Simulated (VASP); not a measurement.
# Mg5Se (Cmmm) in VASP: notebook, part 2 of 2

VASP 6.6.1.

## (3) Relaxation of cell and atoms, PBE

This run uses another cell than the first one, of 28.61 Å³/atom.

INCAR

```
SYSTEM = Mg5Se
PREC = Accurate
ENCUT = 600
EDIFF = 1E-6
ISMEAR = 0
SIGMA = 0.1
LREAL = .False.
LASPH = .True.
NELM = 100
ALGO = Normal
ISIF = 3
LWAVE = .False.
LCHARG = .False.
GGA = PE
IBRION = 2
NSW = 100
EDIFFG = -0.01
```

KPOINTS

```
Automatic mesh
0
Gamma
  8 8 6
  0 0 0
```

POSCAR

```
Mg5Se
1.0
    2.7398817674     -4.2571809970      0.0000000000
    2.7398817674      4.2571809970      0.0000000000
    0.0000000000      0.0000000000      7.3588730601
Mg Se
5 1
Direct
    0.8248956160      0.1751043840      0.2961635311
    0.1751043840      0.8248956160      0.2961635311
    0.8248956160      0.1751043840      0.7038364689
    0.1751043840      0.8248956160      0.7038364689
    0.5000000000      0.5000000000      0.5000000000
    0.0000000000      0.0000000000      0.0000000000
```

Potentials or basis: VASP PAW PBE potentials, release 64 (Mg, Se).

On the command line:

```sh
$ cat potpaw_PBE.64/Mg/POTCAR potpaw_PBE.64/Se/POTCAR > POTCAR
$ mpirun -np 1 vasp_std > vasp.out
```

OUTCAR:

```text
SYSTEM = Mg5Se
   PREC = Accurate
   ENCUT = 600
   EDIFF = 1E-6
   ISMEAR = 0
   LREAL = .False.
   LASPH = .True.
   NELM = 100
   ISIF = 3
   GGA = PE
   IBRION = 2
   NSW = 100
   EDIFFG = -0.01

 ion  position               nearest neighbor table
   1  0.825  0.175  0.296-   6 2.64   2 2.98   3 3.00   2 3.02   2 3.02   5 3.15   5 3.46   5 3.46

   2  0.175  0.825  0.296-   6 2.64   1 2.98   4 3.00   1 3.02   1 3.02   5 3.15   5 3.46   5 3.46

   3  0.825  0.175  0.704-   6 2.64   4 2.98   1 3.00   4 3.02   4 3.02   5 3.15   5 3.46   5 3.46

   4  0.175  0.825  0.704-   6 2.64   3 2.98   2 3.00   3 3.02   3 3.02   5 3.15   5 3.46   5 3.46

   5  0.500  0.500  0.500-   1 3.15   2 3.15   3 3.15   4 3.15   2 3.46   4 3.46   1 3.46   3 3.46
                             2 3.46   4 3.46   1 3.46   3 3.46
   6  0.000  0.000  0.000-   1 2.64   2 2.64   3 2.64   4 2.64

  LATTYP: Found a base centered orthorhombic cell.
 ALAT       =     5.4797635348
[... 419 lines left out ...]
      7       1.5155      1.99319
      8       2.4376      0.00000
      9       2.9696      0.00000
     10       3.0787      0.00000
     11       3.3895      0.00000
     12       3.8326      0.00000
[... 331 lines left out ...]
 k-point    24 :       0.2500   -0.0000    0.1667
  band No.  band energies     occupation
      1     -11.1855      2.00000
      2      -3.8011      2.00000
      3      -2.7438      2.00000
      4      -1.5655      2.00000
      5      -0.6543      2.00000
      6       0.0931      2.00000
      7       0.8380      2.00000
      8       1.4207      1.99995
      9       2.3512      0.00000
     10       2.6608      0.00000
     11       3.3384      0.00000
     12       4.2221      0.00000

 [... further k-points ...]

------------------------ aborting loop because EDIFF is reached ----------------------------------------

  FORCE on cell =-STRESS in cart. coord.  units (eV):
  Direction    XX          YY          ZZ          XY          YZ          ZX
  --------------------------------------------------------------------------------------
  -------------------------------------------------------------------------------------
  Total        0.0462528      0.0271365      0.0349392     -0.0000000      0.0000000      0.0000000
  in kB        0.4379737      0.2569587      0.3308437     -0.0000000      0.0000000      0.0000000
  external PRESSURE =       0.3419254 kB  Pullay stress =       0.0000000 kB
[... 21 lines left out ...]
  FREE ENERGIE OF THE ION-ELECTRON SYSTEM (eV)
  ---------------------------------------------------
  free  energy   TOTEN  =       -11.3376071709 eV

  energy  without entropy=      -11.3279297949  energy(sigma->0) =      -11.33276848

 reached required accuracy - stopping structural energy minimisation
```

Wall time 9.7 min (1 thread of Intel Xeon 6975P-C (Granite Rapids), shared host); peak memory 0.48 GiB.

Results:

* Free energy: -11.3376 eV
* Relaxed volume: 28.20 Å³/atom
* Relaxed cell: a = 5.184 Å, b = 5.184 Å, c = 7.320 Å, α = 90.00°, β = 90.00°, γ = 120.65°
* Space group after relaxing (to 0.1 Å): Cmmm (No. 65)
* Energy gained by relaxing: 10.3 meV/atom
* Ionic steps: 10
* Pressure after relaxing: 0.0 GPa
* Largest force after relaxing: 0.005 eV/Å
* Band gap on the k mesh: zero (bands 8 and 9 overlap by 1.28 eV)

Forces on the atoms (eV/Å):
```
Mg   0.000 -0.001  0.005
Mg   0.000  0.001  0.005
Mg   0.000 -0.001 -0.005
Mg   0.000  0.001 -0.005
Mg   0.000  0.000  0.000
Se   0.000  0.000  0.000
```

Step by step:
```csv
step,energy change (eV),largest force (eV/Å),pressure (GPa),volume (Å³)
1,0.0000,0.0245,-0.03,171.67
2,-0.0169,0.0781,-0.13,171.53
3,-0.0316,0.2077,-0.30,171.09
4,-0.0454,0.1447,0.04,169.02
5,-0.0504,0.0834,0.42,166.95
6,-0.0587,0.0407,0.15,168.58
7,-0.0607,0.0362,-0.05,169.94
8,-0.0615,0.0172,-0.06,169.77
9,-0.0615,0.0160,-0.05,169.73
10,-0.0616,0.0050,0.03,169.20
```

Final structure:
```
Mg Se
1.0
     2.56638   -4.50368    0.00000
     2.56638    4.50368    0.00000
     0.00000    0.00000    7.31953
Mg Se
5 1
Direct
  0.83289 0.16711 0.29492
  0.16711 0.83289 0.29492
  0.83289 0.16711 0.70508
  0.16711 0.83289 0.70508
  0.50000 0.50000 0.50000
  0.00000 0.00000 0.00000
```
